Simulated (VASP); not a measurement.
Runs of VASP 6.6.1 on SrB. The structure is that of space group Fm-3m (No. 225), or close to it. The cells are those of the table. 

```csv
cell,gap on the mesh (eV),pressure (GPa)
"a = 4.214 Å, angles 60.0°, 2 atoms",none,-1.3
"a = 4.187 Å, angles 60.0°, 2 atoms",none,(a)
"a = 4.111 Å, angles 60.0°, 2 atoms",none,(b)
"a = 4.103 Å, angles 60.0°, 2 atoms",none,1.8
"a = 4.131 Å, angles 60.0°, 2 atoms",none,0.9
```

Alike in all rows: task single point; level PBEsol; potentials or basis VASP PAW PBE potentials, release 64 (Sr_sv, B); no spin polarisation; k mesh 10 × 10 × 10; cutoff (eV) 520; smearing gaussian 0.05 eV.

Q: Estimate the missing entries.

A: (a) -0.7; (b) 1.5.

Caveats: the PAW data sets were made with another functional, which shifts forces and pressure a little.

A k mesh can miss the band edges, and the runs leave out spin-orbit coupling on Sr.

A gap of «none» marks levels without a gap at the run's occupations.
